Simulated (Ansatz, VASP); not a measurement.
Two plane-wave programs on CoNiO2

```
CELL_PARAMETERS angstrom
3.07345 0.00000 0.00000
0.00000 3.07345 0.00000
0.00000 0.00000 4.30510
ATOMIC_POSITIONS crystal
Ni 0.00000 0.00000 0.00000
Co 0.50000 0.50000 0.50000
O 0.00000 0.00000 0.50000
O 0.50000 0.50000 0.00000
```

Alike in both runs: task single point; functional PBEsol; k mesh 9 × 9 × 6; occupations fermi-dirac, width 0.05 eV; collinear spin.

```csv
,VASP,Ansatz
version,VASP 6.6.1,Ansatz 0.2.0
potentials or method,"VASP PAW PBE potentials, release 64 (Ni, Co, O)",Ansatz PAW
plane-wave cutoff (eV),520,420
valence electrons in the cell,31,47
```

VASP gave:

| Quantity | Value |
| --- | --- |
| gap on the k mesh at the Fermi level (eV) | none |
| pressure (GPa) | -19.5 |
| traceless stress, the component that is largest in VASP (GPa) | 0.68 |
| net moment per atom (μB) | 1.18 |
| size of the moment on the site where the two differ most (μB) | 2.59 |

Task: What did Ansatz give for the same quantities?

Result: gap on the k mesh at the Fermi level (eV): none; pressure (GPa): -19.1; traceless stress, the component that is largest in VASP (GPa): 0.72; net moment per atom (μB): 1.20; size of the moment on the site where the two differ most (μB): 2.53.

VASP's potentials were made for PBE, not for PBEsol. Site moments also hang on the region over which each program counts them. A gap of «none» marks a metal or a gap that the smearing closes. The functional is the same, so the differences come from potentials, cutoffs and numerics. VASP's potentials hold 31 valence electrons a cell and Ansatz's 47, so a difference there can come from the potentials and not from the codes.
